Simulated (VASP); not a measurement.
Tl: single point with PBEsol

The system is Tl.

```xyz
1
Lattice="0.0000 2.0272 2.0272 2.0272 0.0000 2.0272 2.0272 2.0272 0.0000" Properties=species:S:1:pos:R:3 pbc="T T T"
Tl    0.0000    0.0000    0.0000
```

This isn't the form of Tl at room conditions, which is hcp.

- Program: VASP 6.6.1
- Task: single point
- Functional: PBEsol
- Potentials or basis: VASP PAW PBE potentials, release 64 (Tl_d)
- Cutoff: 500 eV
- k mesh: 8 × 8 × 8
- Occupations: gaussian, width 0.1 eV
- Spin: no spin polarisation
- Dipole correction: no
- Further INCAR settings: ALGO = Normal; EDIFF = 1e-06; NBANDS = 12

- Pressure: 85.5 GPa
- Band gap on the k mesh: zero (an odd number of electrons rules out a gap without spin polarisation)

Levels at points of the mesh, in eV from the Fermi level:
| k point | band 4 | band 5 | band 6 | band 7 | band 8 | band 9 |
| --- | --- | --- | --- | --- | --- | --- |
| (0.00, 0.00, 0.00) | -13.88 | -12.88 | -12.88 | 10.06 | 13.45 | 13.45 |
| (0.50, 0.00, 0.00) | -12.04 | -12.04 | -6.65 | -5.37 | 9.52 | 11.26 |
| (0.50, 0.50, 0.00) | -11.82 | -11.82 | -4.80 | -2.32 | 4.23 | 4.23 |

Run time: 7.2 s on 1 thread of Intel Xeon 8259CL, on a shared host, peak memory 0.14 GiB.

Caveat: the cell stands under pressure; the PAW data sets were made with another functional, which shifts forces and pressure a little; spin-orbit coupling is left out, which moves the levels of the heavy elements.
